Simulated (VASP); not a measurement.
# Tb (Fmmm) in VASP: electric field gradients with PBE

Aim: the electric field gradients of Tb with PBE.

Program: VASP 6.6.1. These are calculated values, not measurements. Logs are shortened: lines on timing, memory, paths and dates and some standing lists are left out, and cuts for length are marked.

**1. The cell of the first run**

The structure is orthorhombic, space group Fmmm (No. 69). Conventional cell: a = 4.020 Å, b = 5.600 Å, c = 5.770 Å, α = 90.00°, β = 90.00°, γ = 90.00°. Within 4.5 Å of Tb (site symmetry mmm) lie 14 Tb at 3.45 to 4.02 Å.

**2. Electric field gradients, PBE, collinear spin, ferromagnetic start (xy shear strain of +3 %)**

INCAR reads:

```
ALGO = Normal ; EDIFF = 1E-8
ENCUT = 520 ; GGA = PE
ISIF = 2 ; ISMEAR = -1
ISPIN = 2 ; LASPH = True
LCHARG = False ; LEFG = True
LMAXMIX = 6 ; LORBIT = 11
LREAL = False ; LWAVE = False
MAGMOM = 6 ; NBANDS = 20
NELM = 150 ; PREC = Accurate
SIGMA = 0.05
```

KPOINTS reads:

```
k-points
0
Gamma
  13 13 13
```

POSCAR reads:

```
Tb
1.0
   -1.9798500000      1.9798500000      2.0100000000
    1.9798500000     -1.9798500000      2.0100000000
    2.0401500000      2.0401500000     -2.0100000000
Tb
1
Direct
    0.0000000000      0.0000000000      0.0000000000
```

Potentials or basis: VASP PAW PBE potentials, release 64 (Tb).

On the command line:

```console
$ cat potpaw_PBE.64/Tb/POTCAR > POTCAR
$ mpirun -np 1 vasp_std > vasp.out
```

OUTCAR:

```text
EDIFF = 1E-8
   ENCUT = 520
   GGA = PE
   ISIF = 2
   ISMEAR = -1
   ISPIN = 2
   LASPH = True
   LORBIT = 11
   LREAL = False
   NELM = 150
   PREC = Accurate

 ion  position               nearest neighbor table
   1  0.000  0.000  0.000-

  LATTYP: Found a face centered orthorhombic cell.
 ALAT       =     4.0200000000
 B/A-ratio  =     1.3930003589
 C/A-ratio  =     1.4354267658

  Lattice vectors:

 A1 = (   4.0200000000,   0.0603000000,   0.0000000000)
 A2 = (   2.0401500000,   2.0401500000,   2.0100000000)
 A3 = (   1.9798500000,  -1.9798500000,   2.0100000000)

Analysis of symmetry for initial positions (statically):
=====================================================================
 Subroutine PRICEL returns:
 Original cell was already a primitive cell.

 Routine SETGRP: Setting up the symmetry group for a
 face centered orthorhombic supercell.

 Subroutine GETGRP returns: Found  8 space group operations
 (whereof  8 operations were pure point group operations)
 out of a pool of  8 trial point group operations.

The static configuration has the point symmetry D_2h.

Analysis of symmetry for dynamics (positions and initial velocities):
=====================================================================
 Subroutine PRICEL returns:
 Original cell was already a primitive cell.

 Routine SETGRP: Setting up the symmetry group for a
 face centered orthorhombic supercell.

 Subroutine GETGRP returns: Found  8 space group operations
 (whereof  8 operations were pure point group operations)
 out of a pool of  8 trial point group operations.

The dynamic configuration has the point symmetry D_2h.

Analysis of structural, dynamic, and magnetic symmetry:
=====================================================================
 Subroutine PRICEL returns:
 Original cell was already a primitive cell.

 Routine SETGRP: Setting up the symmetry group for a
 face centered orthorhombic supercell.

 Subroutine GETGRP returns: Found  8 space group operations
 (whereof  8 operations were pure point group operations)
 out of a pool of  8 trial point group operations.

The overall configuration has the point symmetry D_2h.

 Subroutine INISYM returns: Found  8 space group operations
 (whereof  8 operations are pure point group operations),
 and found     1 'primitive' translations

[... 143 lines left out ...]
 cond. band min:       2.9339115453   @ k =  -0.1538  -0.2308   0.0769
 fundamental gap:      0.0004410025
 Fermi energy:         2.9337973607

 spin component 1

 k-point     1 :       0.0000    0.0000    0.0000
  band No.  band energies     occupation
      1     -43.2127      1.00000
      2     -19.5153      1.00000
      3     -19.4991      1.00000
      4     -19.4841      1.00000
      5      -2.0821      1.00000
      6      -1.1340      1.00000
[... 541 lines left out ...]
     19      12.6631      0.00000
     20      14.3578      0.00000

 [... further k-points ...]

 spin component 2

 k-point     1 :       0.0000    0.0000    0.0000
  band No.  band energies     occupation
      1     -40.6622      1.00000
      2     -17.6334      1.00000
      3     -17.6171      1.00000
      4     -17.6025      1.00000
      5      -1.7302      1.00000
      6       2.8345      0.87922
[... 541 lines left out ...]
     19      13.1698      0.00000
     20      15.1577      0.00000

 [... further k-points ...]

------------------------ aborting loop because EDIFF is reached ----------------------------------------

  FORCE on cell =-STRESS in cart. coord.  units (eV):
  Direction    XX          YY          ZZ          XY          YZ          ZX
  --------------------------------------------------------------------------------------
  -------------------------------------------------------------------------------------
  Total        0.0468495      0.0468495      0.0572024     -0.1287220      0.0000000      0.0000000
  in kB        2.3113454      2.3113454      2.8221136     -6.3505716      0.0000000      0.0000000
  external PRESSURE =       2.4816015 kB  Pullay stress =       0.0000000 kB

 VOLUME and BASIS-vectors are now :
 -----------------------------------------------------------------------------
  energy-cutoff  :      520.00
  volume of cell :       32.48
      direct lattice vectors                 reciprocal lattice vectors
    -1.979850000  1.979850000  2.010000000    -0.003732183  0.248812202  0.248756219
     1.979850000 -1.979850000  2.010000000     0.248812202 -0.003732183  0.248756219
     2.040150000  2.040150000 -2.010000000     0.245080019  0.245080019  0.000000000

 POSITION                                       TOTAL-FORCE (eV/Angst)
 -----------------------------------------------------------------------------------
      0.00000      0.00000      0.00000         0.000000      0.000000      0.000000
 -----------------------------------------------------------------------------------
    total drift:                                0.000000     -0.000000     -0.000000

  FREE ENERGIE OF THE ION-ELECTRON SYSTEM (eV)
  ---------------------------------------------------
  free  energy   TOTEN  =        -9.4658222469 eV

  energy  without entropy=       -9.3928721669  energy(sigma->0) =       -9.42934721

 Electric field gradients (V/A^2)
---------------------------------------------------------------------
 ion       V_xx      V_yy      V_zz      V_xy      V_xz      V_yz
---------------------------------------------------------------------
   1       0.100     0.100    -0.200   -27.073    -0.001    -0.001
---------------------------------------------------------------------

 Electric field gradients after diagonalization (V/A^2)
 (convention: |V_zz| > |V_xx| > |V_yy|)
----------------------------------------------------------------------
 ion       V_xx      V_yy      V_zz     asymmetry (V_yy - V_xx)/ V_zz
----------------------------------------------------------------------
   1     -26.973    -0.200    27.173       0.985
----------------------------------------------------------------------

           NMR quadrupolar parameters

 Cq : quadrupolar parameter    Cq=e*Q*V_zz/h
 eta: asymmetry parameters     (V_yy - V_xx)/ V_zz
 Q  : nuclear electric quadrupole moment in mb (millibarn)
----------------------------------------------------------------------
 ion       Cq(MHz)       eta       Q (mb)
----------------------------------------------------------------------
   1       0.066       0.985       1.000
----------------------------------------------------------------------

 total charge

# of ion       s       p       d       f       tot
--------------------------------------------------
    1        2.085   5.602   0.484   8.151  16.321

 magnetization (x)

# of ion       s       p       d       f       tot
--------------------------------------------------
    1        0.000  -0.048   0.071   5.642   5.666
```

stdout:

```text
POSCAR found type information on POSCAR Tb
 POSCAR found :  1 types and       1 ions
 scaLAPACK will be used
 LDA part: xc-table for (Slater+PW92), standard interpolation
 POSCAR, INCAR and KPOINTS ok, starting setup
 FFT: planning ... GRIDC
 FFT: planning ... GRID_SOFT
 FFT: planning ... GRID
 WAVECAR not read
 entering main loop
ion   1
```

It took 14 min on 1 thread of Intel Xeon 6975P-C (Granite Rapids), shared host; peak memory 0.51 GiB.

What came out:

```yaml
Free_energy: -9.4658 eV
Pressure: 0.2 GPa
Net_moment: 5.86 μB per cell
Site_moments: Tb +5.67 μB
Largest_electric_field_gradient_by_atom: Tb +27.2 V/Å²
Valence_electrons_inside_the_program's_atomic_spheres: Tb 16.32
```

Stress tensor (GPa, compression positive):
```
 0.23 -0.64  0.00
-0.64  0.23  0.00
 0.00  0.00  0.28
```

Electric field gradients, principal values (V/Å²):
```tsv
atom	least	middle	greatest (by size)
1 Tb	-0.200	-26.973	27.173
```

Caveat: the cell differs from its parent crystal (xy shear strain of +3 %); the magnetic or orbital state may not be the lowest; without QUAD_EFG the Cq values of the log hold for a quadrupole moment of 1 mb, not for the nuclei; spin-orbit coupling is left out, which moves the levels of the heavy elements; semilocal functionals describe open f shells poorly, which spoils levels, moments and volumes. The state reached can hang on the start; a lower one may exist.
